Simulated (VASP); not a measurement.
# RbAs2 (Cmcm) in VASP: relaxation of cell and atoms with PBE

Aim: the relaxation of cell and atoms of RbAs2 with PBE.

Everything below comes from runs of VASP 6.6.1. Logs are shortened: lines on timing, memory, paths and dates and some standing lists are left out, and cuts for length are marked.

### 1 The cell of the first run

It takes space group Cmcm (No. 63, orthorhombic). Conventional cell: a = 8.552 Å, b = 5.295 Å, c = 8.590 Å, α = 90.00°, β = 90.00°, γ = 90.00°. Within 3.1 Å of Rb (site symmetry m2m) lie 4 As at 2.31 to 2.77 Å. As (site symmetry m) has 2 Rb at 2.31 to 2.77 Å and 2 As at 2.65 Å within 3.1 Å.

The cell was generated, and may not be a known phase.

### 2 Relaxation of cell and atoms, PBE

The input, INCAR:

```
PREC = Accurate ; ENCUT = 600
EDIFF = 1E-7 ; ISMEAR = 0
SIGMA = 0.1 ; LREAL = F
LASPH = T ; NELM = 100
ALGO = Normal ; ISIF = 3
LWAVE = F ; LCHARG = F
GGA = PE ; IBRION = 2
NSW = 90 ; EDIFFG = -0.04
```

The input, KPOINTS:

```
regular mesh
0
Gamma
  4 4 2
```

The input, POSCAR:

```
RbAs2
1.0
    4.2759373815     -2.6476057750      0.0000000000
    4.2759373815      2.6476057750      0.0000000000
    0.0000000000      0.0000000000      8.5895484670
Rb As
2 4
Direct
    0.3333333333      0.6666666667      0.7500000000
    0.6666666667      0.3333333333      0.2500000000
    0.9166666667      0.5833333333      0.7500000000
    0.4166666667      0.0833333333      0.7500000000
    0.0833333333      0.4166666667      0.2500000000
    0.5833333333      0.9166666667      0.2500000000
```

Potentials or basis: VASP PAW PBE potentials, release 64 (Rb_sv, As).

Started as:

```
> cat potpaw_PBE.64/Rb_sv/POTCAR potpaw_PBE.64/As/POTCAR > POTCAR
> mpirun -np 1 vasp_std > vasp.out
```

OUTCAR:

```text
PREC = Accurate
   ENCUT = 600
   EDIFF = 1E-7
   ISMEAR = 0
   LREAL = F
   LASPH = T
   NELM = 100
   ISIF = 3
   GGA = PE
   IBRION = 2
   NSW = 90
   EDIFFG = -0.04

 ion  position               nearest neighbor table
   1  0.333  0.667  0.750-   3 2.31   4 2.31   3 2.77   4 2.77   3 4.13   4 4.13   2 4.64   2 4.64
                             2 5.56   2 5.56
   2  0.667  0.333  0.250-   5 2.31   6 2.31   6 2.77   5 2.77   5 4.13   6 4.13   1 4.64   1 4.64
                             1 5.56   1 5.56
   3  0.917  0.583  0.750-   1 2.31   4 2.65   4 2.65   1 2.77   1 4.13
   4  0.417  0.083  0.750-   1 2.31   3 2.65   3 2.65   1 2.77   1 4.13
   5  0.083  0.417  0.250-   2 2.31   6 2.65   6 2.65   2 2.77   2 4.13
   6  0.583  0.917  0.250-   2 2.31   5 2.65   5 2.65   2 2.77   2 4.13

  LATTYP: Found a base centered orthorhombic cell.
 ALAT       =     5.2952115500
 B/A-ratio  =     1.6150204165
 C/A-ratio  =     1.6221350905

  Lattice vectors:

 A1 = (  -4.2759373815,  -2.6476057750,   0.0000000000)
 A2 = (   4.2759373815,  -2.6476057750,   0.0000000000)
 A3 = (   0.0000000000,   0.0000000000,   8.5895484670)

Analysis of symmetry for initial positions (statically):
=====================================================================
 Subroutine PRICEL returns:
 Original cell was already a primitive cell.

 Routine SETGRP: Setting up the symmetry group for a
 base centered orthorhombic supercell.

 Subroutine GETGRP returns: Found  8 space group operations
 (whereof  4 operations were pure point group operations)
 out of a pool of  8 trial point group operations.

The static configuration has the point symmetry C_2h.
 The point group associated with its full space group is D_2h.

Analysis of symmetry for dynamics (positions and initial velocities):
=====================================================================
 Subroutine PRICEL returns:
 Original cell was already a primitive cell.

 Routine SETGRP: Setting up the symmetry group for a
 base centered orthorhombic supercell.

 Subroutine GETGRP returns: Found  8 space group operations
 (whereof  4 operations were pure point group operations)
 out of a pool of  8 trial point group operations.

The dynamic configuration has the point symmetry C_2h.
 The point group associated with its full space group is D_2h.

 Subroutine INISYM returns: Found  8 space group operations
 (whereof  4 operations are pure point group operations),
 and found     1 'primitive' translations

----------------------------------------------------------------------------------------

                                     Primitive cell

  volume of cell :     194.4845

  direct lattice vectors                    reciprocal lattice vectors
     4.275937382 -2.647605775  0.000000000     0.116933424 -0.188849868  0.000000000
     4.275937382  2.647605775  0.000000000     0.116933424  0.188849868  0.000000000
     0.000000000  0.000000000  8.589548467     0.000000000  0.000000000  0.116420555

  length of vectors
     5.029260068  5.029260068  8.589548467     0.222120909  0.222120909  0.116420555

  position of ions in fractional coordinates (direct lattice)
     0.333333333  0.666666667  0.750000000
     0.666666667  0.333333333  0.250000000
     0.916666667  0.583333333  0.750000000
     0.416666667  0.083333333  0.750000000
     0.083333333  0.416666667  0.250000000
     0.583333333  0.916666667  0.250000000

  ion indices of the primitive-cell ions
   primitive index   ion index
                 1           1
                 2           2
                 3           3
                 4           4
                 5           5
                 6           6

----------------------------------------------------------------------------------------

 KPOINTS: regular mesh

Automatic generation of k-mesh.
 Grid dimensions read from file:
 generate k-points for:    4    4    2

 Generating k-lattice:

  Cartesian coordinates                     Fractional coordinates (reciprocal lattice)
     0.029233356 -0.047212467  0.000000000     0.250000000 -0.000000000  0.000000000
     0.029233356  0.047212467  0.000000000    -0.000000000  0.250000000  0.000000000
     0.000000000  0.000000000  0.058210278     0.000000000  0.000000000  0.500000000

  Length of vectors
     0.055530227  0.055530227  0.058210278

  Shift w.r.t. Gamma in fractional coordinates (k-lattice)
     0.000000000  0.000000000  0.000000000

 Subroutine IBZKPT returns following result:
 ===========================================

 Found     14 irreducible k-points:

 Following reciprocal coordinates:
            Coordinates               Weight
  0.000000  0.000000  0.000000      1.000000
  0.250000  0.000000  0.000000      4.000000
  0.500000  0.000000  0.000000      2.000000
  0.250000  0.250000  0.000000      2.000000
  0.500000  0.250000  0.000000      4.000000
 -0.250000  0.250000  0.000000      2.000000
  0.500000  0.500000  0.000000      1.000000
  0.000000  0.000000  0.500000      1.000000
  0.250000  0.000000  0.500000      4.000000
  0.500000  0.000000  0.500000      2.000000
  0.250000  0.250000  0.500000      2.000000
  0.500000  0.250000  0.500000      4.000000
 -0.250000  0.250000  0.500000      2.000000
  0.500000  0.500000  0.500000      1.000000
   k-points           NKPTS =     14   k-points in BZ     NKDIM =     14   number of bands    NBANDS=     23
   number of dos      NEDOS =    301   number of ions     NIONS =      6
   total plane-waves  NPLWV = 112000
   dimension x,y,z NGX =    40 NGY =   40 NGZ =   70
   dimension x,y,z NGXF=    80 NGYF=   80 NGZF=  140
   ions per type =               2   4
   NGX,Y,Z   is equivalent  to a cutoff of  13.22, 13.22, 13.55 a.u.
   NGXF,Y,Z  is equivalent  to a cutoff of  26.44, 26.44, 27.10 a.u.
 SYSTEM =  unknown system
   PREC   = accura    normal or accurate (medium, high low for compatibility)
   ISTART =      0    job   : 0-new  1-cont  2-samecut
   ICHARG =      2    charge: 1-file 2-atom 10-const
   ISPIN  =      1    spin polarized calculation?
   LNONCOLLINEAR =      F non collinear calculations
   LSORBIT =      F    spin-orbit coupling
   LASPH  =      T    aspherical Exc in radial PAW
   ENCUT  =  600.0 eV  44.10 Ry    6.64 a.u.  10.04 10.04 17.16*2*pi/ulx,y,z
   NELM   =    100;   NELMIN=  2; NELMDL= -5     # of ELM steps
   EDIFF  = 0.1E-06   stopping-criterion for ELM
   LREAL  =      F    real-space projection
   EDIFFG = -.4E-01   stopping-criterion for IOM
   NSW    =     90    number of steps for IOM
   IBRION =      2    ionic relax: 0-MD 1-quasi-New 2-CG
   NFREE  =      1    steps in history (QN), initial steepest desc. (CG)
   ISIF   =      3    stress and relaxation
   ISYM   =      2    0-nonsym 1-usesym 2-fastsym
   POTIM  = 0.5000    time-step for ionic-motion
   TEBEG  =    0.0;   TEEND  =   0.0 temperature during run
   PSTRESS=    0.0 pullay stress
   NELECT =      38.0000    total number of electrons
   NUPDOWN=      -1.0000    fix difference up-down
   EMIN   =  10.00;   EMAX   =-10.00  energy-range for DOS
   EFERMI =   0.00;   METHOD = LEGACY
   ISMEAR =     0;   SIGMA  =   0.10  broadening in eV -4-tet -1-fermi 0-gaus
   EFERMI_NEDOS =   21; number of points for ismear=-14 and -15
   IALGO  =     38    algorithm
   IMIX   =      4    mixing-type and parameters
     AMIX     =   0.40;   BMIX     =  1.00
     AMIX_MAG =   1.60;   BMIX_MAG =  1.00
  volume/ion in A,a.u.               =      32.41       218.74
  Fermi-wavevector in a.u.,A,eV,Ry     =   0.949965  1.795174 12.278359  0.902434
  Thomas-Fermi vector in A             =   2.078298
   LORBIT       =      0    0 simple, 1 ext, 2 COOP (PROOUT), +10 PAW based schemes
   GGA     = PE    functional components
   LHFCALC =     F    Hartree Fock is set to
   AEXX    =    0.0000 exact exchange contribution
   IVDW    =     0    specifies the selected vdW correction
   LEPSILON=     F    determine dielectric tensor
   LRPA    =     F    only Hartree local field effects (RPA)
 conjugate gradient relaxation of ions
 non-spin polarized calculation
 Gauss-broadening in eV      SIGMA  =   0.10
  energy-cutoff  :      600.00
  volume of cell :      194.48
 maximum number of plane-waves:      6544
   NGX = 21   NGY = 21   NGZ = 35

--------------------------------------- Ionic step        1  -------------------------------------------

 number of electron      37.9999997 magnetization

 Free energy of the ion-electron system (eV)
  ---------------------------------------------------
  ext. energy  EPLUGINS =         0.00000000
  ---------------------------------------------------
  free energy    TOTEN  =        -7.13779267 eV

  energy without entropy =       -7.07143451  energy(sigma->0) =       -7.10461359

------------------------ aborting loop because EDIFF is reached ----------------------------------------

  FORCE on cell =-STRESS in cart. coord.  units (eV):
  Direction    XX          YY          ZZ          XY          YZ          ZX
  --------------------------------------------------------------------------------------
  -------------------------------------------------------------------------------------
  Total       58.2644552      9.8021084     -0.1901308      0.0000000     -0.0000000      0.0000000
  in kB      479.9867911     80.7504767     -1.5663114      0.0000000     -0.0000000      0.0000000
  external PRESSURE =     186.3903188 kB  Pullay stress =       0.0000000 kB
[... 101 lines left out ...]
  FREE ENERGIE OF THE ION-ELECTRON SYSTEM (eV)
  ---------------------------------------------------
  free  energy   TOTEN  =       -17.3603658306 eV

  energy  without entropy=      -17.3040973181  energy(sigma->0) =      -17.33223157

 E-fermi :   0.0820     XC(G=0):  -5.6883

 val. band max:        0.0532293858   @ k =   0.2500   0.0000   0.0000
 cond. band min:       0.1085077679   @ k =   0.5000   0.2500   0.0000
 fundamental gap:      0.0552783821
 Fermi energy:         0.0820371648

 k-point     1 :       0.0000    0.0000    0.0000
  band No.  band energies     occupation
      1     -28.2289      2.00000
      2     -28.2287      2.00000
      3     -12.4419      2.00000
      4     -12.4271      2.00000
      5     -12.4123      2.00000
      6     -12.4012      2.00000
[... 353 lines left out ...]
     22       1.6931      0.00000
     23       1.9477      0.00000

[... ionic steps 4 to 27 ...]

--------------------------------------- Ionic step       28  -------------------------------------------

 number of electron      38.0000019 magnetization

------------------------ aborting loop because EDIFF is reached ----------------------------------------

  FORCE on cell =-STRESS in cart. coord.  units (eV):
  Direction    XX          YY          ZZ          XY          YZ          ZX
  --------------------------------------------------------------------------------------
  -------------------------------------------------------------------------------------
  Total        0.0185881      0.0320620      0.0247162      0.0000000      0.0000000      0.0000000
  in kB        0.0712015      0.1228131      0.0946752      0.0000000      0.0000000      0.0000000
  external PRESSURE =       0.0962299 kB  Pullay stress =       0.0000000 kB
[... 65 lines left out ...]
  energy  without entropy=      -20.1702352616  energy(sigma->0) =      -20.18859665

--------------------------------------- Ionic step       30  -------------------------------------------

 number of electron      38.0000020 magnetization

 Free energy of the ion-electron system (eV)
  ---------------------------------------------------
  ext. energy  EPLUGINS =         0.00000000
  ---------------------------------------------------
  free energy    TOTEN  =       -20.20773854 eV

  energy without entropy =      -20.17116018  energy(sigma->0) =      -20.18944936

 E-fermi :  -0.8209     XC(G=0):  -4.9607

 val. band max:       -0.8846383895   @ k =   0.2500   0.0000   0.0000
 cond. band min:      -0.7563302913   @ k =   0.5000   0.2500   0.0000
 fundamental gap:      0.1283080982
 Fermi energy:        -0.8209246650

 k-point     1 :       0.0000    0.0000    0.0000
  band No.  band energies     occupation
      1     -28.6204      2.00000
      2     -28.6204      2.00000
      3     -13.0589      2.00000
      4     -13.0580      2.00000
      5     -12.7968      2.00000
      6     -12.7959      2.00000
[... 386 lines left out ...]
  FREE ENERGIE OF THE ION-ELECTRON SYSTEM (eV)
  ---------------------------------------------------
  free  energy   TOTEN  =       -20.2077385410 eV

  energy  without entropy=      -20.1711601844  energy(sigma->0) =      -20.18944936

 reached required accuracy - stopping structural energy minimisation
```

It took 15 min on 1 thread of Intel Xeon 6975P-C (Granite Rapids), shared host; peak memory 0.37 GiB.

What came out:

```yaml
Free_energy: -20.2077 eV
Relaxed_cell: a = 6.821 Å, b = 6.821 Å, c = 13.654 Å, α = 90.00°, β = 90.00°, γ = 41.23°
Space_group_after_relaxing_to_0.1_Å: Cmcm (No. 63)
Energy_gained_by_relaxing: 2178.3 meV/atom
Ionic_steps: 30
Pressure_after_relaxing: 0.0 GPa
Largest_force_after_relaxing: 0.038 eV/Å
Band_gap_on_the_k_mesh: zero (bands 19 and 20 overlap by 2.24 eV)
```

Forces on the atoms (eV/Å):
```
Rb   0.000  0.038  0.000
Rb   0.000 -0.038  0.000
As  -0.013 -0.019  0.000
As   0.013 -0.019  0.000
As   0.013  0.019  0.000
As  -0.013  0.019  0.000
```

The path:
```tsv
step	energy change (eV)	largest force (eV/Å)	pressure (GPa)	volume (Å³)
1	0.0000	5.3545	18.64	194.48
2	-10.0289	1.0494	-3.13	307.63
3	-10.2226	0.8035	-1.87	279.62
4	-10.2056	0.9484	-2.54	291.95
5	-12.2152	1.0243	-0.95	271.11
6	-12.2801	0.9263	-0.27	267.55
7	-12.2811	0.9028	-0.16	266.99
8	-12.4408	0.5626	0.15	264.88
9	-12.5389	0.3310	0.48	262.40
10	-12.5688	0.1651	1.20	257.45
11	-12.5795	0.2147	0.95	259.13
12	-12.5869	0.1420	-0.53	273.07
13	-12.6107	0.1744	0.11	266.43
14	-12.6785	0.1436	0.02	275.82
15	-12.7463	0.1762	-0.09	288.34
16	-12.8121	0.2649	-0.21	313.76
17	-12.7849	0.3404	-0.21	366.15
18	-12.8174	0.3176	-0.23	339.14
19	-12.8728	0.3360	-0.21	348.00
20	-12.9496	0.4107	-0.10	373.13
21	-13.0045	0.3470	0.40	382.85
22	-13.0082	0.3170	0.58	386.14
23	-13.0445	0.1692	0.42	398.96
24	-13.0622	0.0841	0.22	416.25
25	-13.0681	0.0512	-0.01	417.48
26	-13.0682	0.0536	0.01	417.39
27	-13.0687	0.0441	0.01	417.61
28	-13.0698	0.0406	0.01	418.27
29	-13.0692	0.0537	0.01	419.59
30	-13.0699	0.0383	0.01	418.71
```

Final structure:
```
CELL_PARAMETERS angstrom
6.38390 -2.40176 0.00000
6.38390 2.40176 0.00000
0.00000 0.00000 13.65426
ATOMIC_POSITIONS crystal
Rb 0.23345 0.76655 0.75000
Rb 0.76655 0.23345 0.25000
As 0.93992 0.52838 0.75000
As 0.47162 0.06008 0.75000
As 0.06008 0.47162 0.25000
As 0.52838 0.93992 0.25000
```

Caveat: the k points lie up to 0.35 Å⁻¹ apart in the final cell, too coarse for converged energies and pressures of a metal; the volume moved by over 15 % at a fixed basis, so the end points are rough.

The gap in the log of VASP goes by the Fermi energy; the results here count the filled bands.